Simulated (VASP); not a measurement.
# AlN (P6_3mc) in VASP: notebook, part 2 of 2

VASP 6.6.1. Earlier steps stand in the parts before.

### Step 4. Single point, PBEsol

This run uses another cell than the first one, of 10.36 Å³/atom.

File INCAR:

```
  PREC = Accurate
  ENCUT = 520
  EDIFF = 1E-6
  ISMEAR = -1
  SIGMA = 0.05
  LREAL = F
  LASPH = T
  NELM = 80
  ALGO = Normal
  ISIF = 2
  LWAVE = F
  LCHARG = F
  GGA = PS
  NBANDS = 16
```

File KPOINTS:

```
regular mesh
0
Gamma
  10 10 6
```

File POSCAR:

```
AlN
1.0
    3.1043748236      0.0000000000      0.0000000000
   -1.5521874118      2.6884674601      0.0000000000
    0.0000000000      0.0000000000      4.9650095973
Al N
2 2
Direct
    0.6666666667      0.3333333333      0.4989078075
    0.3333333333      0.6666666667     -0.0010921925
    0.6666666667      0.3333333333      0.8810921925
    0.3333333333      0.6666666667      0.3810921925
```

Potentials or basis: VASP PAW PBE potentials, release 64 (Al, N).

The run is started by

```console
cat potpaw_PBE.64/Al/POTCAR potpaw_PBE.64/N/POTCAR > POTCAR
mpirun -np 1 vasp_std > vasp.out
```

OUTCAR:

```text
PREC = Accurate
   ENCUT = 520
   EDIFF = 1E-6
   ISMEAR = -1
   LREAL = F
   LASPH = T
   NELM = 80
   ISIF = 2
   GGA = PS

 ion  position               nearest neighbor table
   1  0.667  0.333  0.499-   4 1.89   4 1.89   4 1.89   3 1.90   2 3.06   2 3.06   2 3.06   2 3.06
                             2 3.06   2 3.06
   2  0.333  0.667  0.999-   3 1.89   3 1.89   3 1.89   4 1.90   1 3.06   1 3.06   1 3.06   1 3.06
                             1 3.06   1 3.06
   3  0.667  0.333  0.881-   2 1.89   2 1.89   2 1.89   1 1.90
   4  0.333  0.667  0.381-   1 1.89   1 1.89   1 1.89   2 1.90

  LATTYP: Found a hexagonal cell.
 ALAT       =     3.1043748236
 C/A-ratio  =     1.5993589304

  Lattice vectors:

 A1 = (   3.1043748236,   0.0000000000,   0.0000000000)
 A2 = (  -1.5521874118,   2.6884674601,   0.0000000000)
 A3 = (   0.0000000000,   0.0000000000,   4.9650095973)

Analysis of symmetry for initial positions (statically):
=====================================================================
 Subroutine PRICEL returns:
 Original cell was already a primitive cell.

 Routine SETGRP: Setting up the symmetry group for a
[... 178 lines left out ...]
 fundamental gap:      4.1916801385
 Fermi energy:         7.1307249327

 k-point     1 :       0.0000    0.0000    0.0000
  band No.  band energies     occupation
      1      -9.0756      2.00000
      2      -6.8621      2.00000
      3       0.0535      2.00000
      4       5.2587      2.00000
      5       5.2587      2.00000
      6       5.9171      2.00000
[... 433 lines left out ...]
      3       0.6450      2.00000
      4       1.6828      2.00000
      5       3.0243      2.00000
      6       3.8103      2.00000
[... 8 lines left out ...]
     15      18.7039      0.00000
     16      21.0374      0.00000

 [... further k-points ...]

------------------------ aborting loop because EDIFF is reached ----------------------------------------

  FORCE on cell =-STRESS in cart. coord.  units (eV):
  Direction    XX          YY          ZZ          XY          YZ          ZX
  --------------------------------------------------------------------------------------
  -------------------------------------------------------------------------------------
  Total        0.5029774      0.5029774      0.5060205      0.0000000     -0.0000000      0.0000000
  in kB       19.4473300     19.4473300     19.5649904      0.0000000     -0.0000000      0.0000000
  external PRESSURE =      19.4865501 kB  Pullay stress =       0.0000000 kB

 VOLUME and BASIS-vectors are now :
 -----------------------------------------------------------------------------
  energy-cutoff  :      520.00
  volume of cell :       41.44
      direct lattice vectors                 reciprocal lattice vectors
     3.104374824  0.000000000  0.000000000     0.322126050  0.185979562  0.000000000
    -1.552187412  2.688467460  0.000000000     0.000000000  0.371959123  0.000000000
     0.000000000  0.000000000  4.965009597     0.000000000  0.000000000  0.201409480

 POSITION                                       TOTAL-FORCE (eV/Angst)
 -----------------------------------------------------------------------------------
      1.55219      0.89616      2.47708        -0.000000     -0.000000     -0.000625
     -0.00000      1.79231      4.95959         0.000000      0.000000     -0.000625
      1.55219      0.89616      4.37463         0.000000      0.000000      0.000625
     -0.00000      1.79231      1.89213        -0.000000     -0.000000      0.000625
 -----------------------------------------------------------------------------------
    total drift:                               -0.000000      0.000000     -0.000399

  FREE ENERGIE OF THE ION-ELECTRON SYSTEM (eV)
  ---------------------------------------------------
  free  energy   TOTEN  =       -31.3097126734 eV

  energy  without entropy=      -31.3097126734  energy(sigma->0) =      -31.30971267
```

OSZICAR:

```text
N       E                     dE             d eps       ncg     rms          rms(c)
DAV:   1     0.390720247110E+02    0.39072E+02   -0.73575E+03  1792   0.901E+02
DAV:   2    -0.324002834733E+02   -0.71472E+02   -0.66390E+02  2504   0.187E+02
DAV:   3    -0.357733687805E+02   -0.33731E+01   -0.33669E+01  2192   0.419E+01
DAV:   4    -0.357937687955E+02   -0.20400E-01   -0.20399E-01  2224   0.366E+00
DAV:   5    -0.357940340393E+02   -0.26524E-03   -0.26524E-03  2296   0.420E-01    0.118E+01
DAV:   6    -0.313632874459E+02    0.44307E+01   -0.95624E+00  2152   0.224E+01    0.420E+00
DAV:   7    -0.313470214661E+02    0.16266E-01   -0.62456E-01  1960   0.549E+00    0.291E+00
DAV:   8    -0.313142473666E+02    0.32774E-01   -0.71614E-02  2000   0.226E+00    0.587E-01
DAV:   9    -0.313094294874E+02    0.48179E-02   -0.12508E-02  2360   0.833E-01    0.249E-01
DAV:  10    -0.313097869501E+02   -0.35746E-03   -0.13968E-03  1920   0.243E-01    0.154E-01
DAV:  11    -0.313097136540E+02    0.73296E-04   -0.11696E-04  2096   0.794E-02    0.329E-02
DAV:  12    -0.313097126734E+02    0.98059E-06   -0.52233E-06  2048   0.195E-02
   1 F= -.31309713E+02 E0= -.31309713E+02  d E =-.362430E-10
```

Wall time 24 s (1 thread of AMD EPYC 7R13 (Zen 3), shared host); peak memory 0.14 GiB.

Results:

- Free energy: -31.3097 eV
- Pressure: 1.9 GPa
- Band gap on the k mesh: 4.19 eV

Levels at points of the mesh, in eV from the valence-band top:
| k point | band 5 | band 6 | band 7 | band 8 | band 9 | band 10 | band 11 | band 12 |
| --- | --- | --- | --- | --- | --- | --- | --- | --- |
| (0.00, 0.00, 0.00) | -0.89 | -0.23 | -0.23 | 0.00 | 4.19 | 6.62 | 10.57 | 11.08 |
| (0.50, 0.00, 0.00) | -3.40 | -2.14 | -1.83 | -0.71 | 5.69 | 5.69 | 8.15 | 10.22 |
| (0.00, 0.00, 0.50) | -0.57 | -0.57 | -0.57 | -0.57 | 6.44 | 6.44 | 10.27 | 10.27 |
| (0.50, 0.00, 0.50) | -1.50 | -1.50 | -1.39 | -1.39 | 5.20 | 5.20 | 9.17 | 9.17 |

Caveat: the PAW data sets were made with another functional, which shifts forces and pressure a little. A k mesh can miss the band edges.

### Step 5. Overview

| level | cell | gap on the mesh (eV) | pressure (GPa) |
| --- | --- | --- | --- |
| PBE | a = 3.049, b = 3.049, c = 4.879 Å, angles 90.0, 90.0, 120.0°, 4 atoms, atomic positions A | 4.78 | 18.0 |
| PBEsol | a = 3.091, b = 3.091, c = 4.938 Å, angles 90.0, 90.0, 120.0°, 4 atoms, atomic positions B | 4.31 | 5.0 |
| PBEsol | a = 3.104, b = 3.104, c = 4.965 Å, angles 90.0, 90.0, 120.0°, 4 atoms, atomic positions A | 4.19 | 1.9 |

Alike in all rows: task single point; potentials or basis VASP PAW PBE potentials, release 64 (Al, N); no spin polarisation; k mesh 10 × 10 × 6; cutoff (eV) 520; smearing fermi-dirac 0.05 eV.

Caveats: the cell stands under pressure (at least some runs); the PAW data sets were made with another functional, which shifts forces and pressure a little (at least some runs).

Absolute energies hang on the potentials; compare differences alone.
